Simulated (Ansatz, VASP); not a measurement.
**One calculation of Bi, two programs**

POSCAR

```
Bi
1.0
    4.4709152952      0.0000000000      0.0000000000
   -2.2354576476      3.8719262238      0.0000000000
    0.0000000000      0.0000000000     12.1838700000
Bi
2
Direct
    0.3333333333      0.6666666667      0.2500000000
    0.6666666667      0.3333333333      0.7500000000
```

INCAR.step1

```
  ALGO = Normal
  EDIFF = 1E-4
  ENCUT = 520
  GGA = PE
  ISMEAR = 0
  LASPH = T
  LCHARG = F
  LREAL = F
  LWAVE = T
  NBANDS = 22
  NELM = 80
  PREC = Accurate
  SIGMA = 0.15
```

File INCAR.step2:

```
  ALGO = Normal
  EDIFF = 1E-6
  ENCUT = 520
  ISIF = 2
  ISMEAR = 0
  ISTART = 1
  LASPH = T
  LCHARG = F
  LMIXTAU = T
  LREAL = F
  LWAVE = F
  METAGGA = R2SCAN
  NBANDS = 22
  NELM = 80
  PREC = Accurate
  SIGMA = 0.15
```

Contents of KPOINTS:

```
k-points
0
Gamma
  12 12 4
```

Input for Ansatz:

```yaml
crystal:
  lattice:
    - [4.4709152952, 0.0, 0.0]
    - [-2.2354576476, 3.8719262238, 0.0]
    - [0.0, 0.0, 12.18387]
  atoms:
    - { symbol: Bi, position: [0.3333333333, 0.6666666667, 0.25] }
    - { symbol: Bi, position: [0.6666666667, 0.3333333333, 0.75] }
basis:
  ecutwfc: 500
kpoints:
  mp_grid: { grid: [12, 12, 4] }
hamiltonian:
  xc: r2scan
scf:
  occupations: { method: gaussian, width: 0.15 }
output:
  forces: true
  stress: true
  eigenvalues: true
```

Change from the starting cell: strain -0.015 along x and y, +0.030 along z, atoms carried along.

Alike in both runs: task single point; functional r2SCAN; k mesh 12 × 12 × 4; occupations gaussian, width 0.15 eV; no spin polarisation.

```csv
,VASP,Ansatz
version,VASP 6.6.1,Ansatz 0.2.0
potentials or method,"VASP PAW PBE potentials, release 64 (Bi_d), cutoff 520 eV","scalar-relativistic, plane waves, PAW"
valence electrons in the cell,30,30
```

|  | VASP | Ansatz | Ansatz less VASP |
| --- | --- | --- | --- |
| gap on the k mesh at the Fermi level (eV) | none | none | - |
| pressure (GPa) | -3.6 | -3.5 | +0.02 |
| traceless stress, the component that is largest in VASP (GPa) | 3.20 | 3.20 | +0.001 |

VASP's potentials were made for PBE, not for r2SCAN. A gap of «none» marks a metal or a gap that the smearing closes. The functional is the same, so the differences come from potentials, cutoffs and numerics.

Spin-orbit coupling is off throughout.
